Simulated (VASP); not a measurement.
Here is a VASP 6.6.1 calculation.

The input INCAR:

```
PREC = Accurate
ENCUT = 520
EDIFF = 1E-7
ISMEAR = -1
SIGMA = 0.05
LREAL = False
LASPH = True
NELM = 60
ALGO = Normal
ISIF = 2
LWAVE = False
LCHARG = False
NBANDS = 14
```

The input KPOINTS:

```
regular mesh
0
Gamma
  13 13 13
```

File POSCAR:

```
TiB
1.0
    0.0000000000      2.0589800000      2.1010000000
    2.0589800000      0.0000000000      2.1010000000
    2.0589800000      2.0589800000      0.0000000000
Ti B
1 1
Direct
    0.7500000000      0.7500000000      0.7500000000
    0.0000000000      0.0000000000      0.0000000000
```

Potentials or basis: VASP PAW LDA potentials, release 64 (Ti_sv, B).

The run is started by

```bash
$ cat potpaw_LDA.64/Ti_sv/POTCAR potpaw_LDA.64/B/POTCAR > POTCAR
$ mpirun -np 1 vasp_std > vasp.out
```

**Question.** What does it give for the pressure?

**Answer.** 123.1 GPa.

Stress tensor (GPa, compression positive):
```
121.49   0.00   0.00
  0.00 121.49   0.00
  0.00   0.00 126.35
```

Caveat: the cell differs from its parent crystal (equal xx and yy strain of -2 %).
